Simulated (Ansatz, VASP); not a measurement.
One calculation of Sb, two programs

File INCAR:

```
SYSTEM = Sb
  PREC = Accurate
  ENCUT = 520
  EDIFF = 1E-6
  ISMEAR = -1
  SIGMA = 0.1
  LREAL = .False.
  LASPH = .True.
  NELM = 100
  ALGO = Normal
  ISIF = 2
  LWAVE = .False.
  LCHARG = .False.
  GGA = PE
  NBANDS = 14
```

KPOINTS

```
Automatic mesh
0
Gamma
  9 9 13
  0 0 0
```

POSCAR

```
Sb
1.0
    5.2862440376      0.0000000000      0.0000000000
   -2.6431220188      4.5780216272      0.0000000000
    0.0000000000      0.0000000000      3.1517054214
Sb
3
Direct
    0.0000000000      0.0000000000      1.0000000000
    0.3333333333      0.6666666667      0.5000000000
    0.6666666667      0.3333333333      0.5000000000
```

Input for Ansatz:

```yaml
crystal:
  lattice:
    - [5.2862440376, 0.0, 0.0]
    - [-2.6431220188, 4.5780216272, 0.0]
    - [0.0, 0.0, 3.1517054214]
  atoms:
    - { symbol: Sb, position: [0.0, 0.0, 1.0] }
    - { symbol: Sb, position: [0.3333333333, 0.6666666667, 0.5] }
    - { symbol: Sb, position: [0.6666666667, 0.3333333333, 0.5] }
hamiltonian:
  xc: pbe
  pseudopotentials:
    kind: paw
    azcp:
      Sb: "pseudopotentials/Sb.paw.azcp"
basis:
  ecutwfc: 420
  fft_grid_basis: typed
kpoints:
  mp_grid: { grid: [9, 9, 13], shift: [0, 0, 0] }
magnetization:
  spin_polarized: false
scf:
  occupations: { method: fermi_dirac, width: 0.1 }
output:
  stress: true
```

Alike in both runs: task single point; functional PBE; k mesh 9 × 9 × 13; occupations fermi-dirac, width 0.1 eV; no spin polarisation.

|  | VASP | Ansatz |
| --- | --- | --- |
| version | VASP 6.6.1 | Ansatz 0.2.0 |
| potentials or method | VASP PAW PBE potentials, release 64 (Sb), cutoff 520 eV | plane waves (420 eV) with PAW, scalar-relativistic |
| valence electrons in the cell | 15 | 45 |

```tsv
	VASP	Ansatz	Ansatz less VASP
pressure (GPa)	5.5	5.6	+0.11
traceless stress, the component that is largest in VASP (GPa)	0.52	0.51	-0.009
```

VASP's potentials hold 15 valence electrons a cell and Ansatz's 45, so a difference there can come from the potentials and not from the codes.

Neither program's run includes spin-orbit coupling.
